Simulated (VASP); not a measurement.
Input of a VASP 6.6.1 run:

Contents of INCAR:

```
PREC = Accurate
ENCUT = 520
EDIFF = 1E-6
ISMEAR = -1
SIGMA = 0.05
LREAL = False
LASPH = True
NELM = 60
ALGO = Normal
ISIF = 2
LWAVE = False
LCHARG = False
GGA = CA
NBANDS = 26
```

File KPOINTS:

```
Automatic mesh
0
Gamma
  9 9 9
```

Contents of POSCAR:

```
LuHg
1.0
    3.6070000000      0.0000000000      0.0000000000
    0.0000000000      3.6070000000      0.0000000000
    0.0000000000      0.0000000000      3.6070000000
Lu Hg
1 1
Direct
    0.5000000000      0.5000000000      0.5000000000
   -0.0554477405      0.0000000000      0.0000000000
```

Potentials or basis: VASP PAW PBE potentials, release 64 (Lu, Hg).

Command:

```console
$ cat potpaw_PBE.64/Lu/POTCAR potpaw_PBE.64/Hg/POTCAR > POTCAR
$ mpirun -np 1 vasp_std > vasp.out
```

(1) What does it give for the pressure?

(2) Estimate the largest force.

Answers

(1) -2.8 GPa.

(2) 0.442 eV/Å.

Caveat: the PAW data sets were made with another functional, which shifts forces and pressure a little.
